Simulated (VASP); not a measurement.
Runs of VASP 6.6.1 on LiAlO. The structure is that of space group P4/nmm (No. 129), or close to it. The cells are those of the table. 

```tsv
task	cell	k mesh	cutoff (eV)	smearing	gap on the mesh (eV)	largest force (eV/Å)
single point	a = 3.293, b = 3.293, c = 5.553 Å, 6 atoms	6 × 6 × 4	520	gaussian 0.1 eV	none	(a)
single point	a = 3.511, b = 3.511, c = 6.609 Å, 6 atoms	10 × 10 × 6	520	gaussian 0.01 eV	0.17	0.01
single point	a = 3.509, b = 3.509, c = 6.610 Å, 6 atoms	6 × 6 × 4	520	gaussian 0.1 eV	0.16	0.01
relaxation of cell and atoms	relaxed from a = 3.293, b = 3.293, c = 5.553 Å, 6 atoms	6 × 6 × 4	600	gaussian 0.1 eV	0.17	0.04
```

Alike in all rows: level PBE; potentials or basis VASP PAW PBE potentials, release 64 (Li_sv, Al, O); no spin polarisation.

Task: Fill in the values left out.

Result: (a) 2.83.

Caveats: forces of over 1 eV/Å act on the atoms, so gaps and moduli don't describe the material at rest (some runs).

A k mesh can miss the band edges.

A gap of «none» marks levels without a gap at the run's occupations.
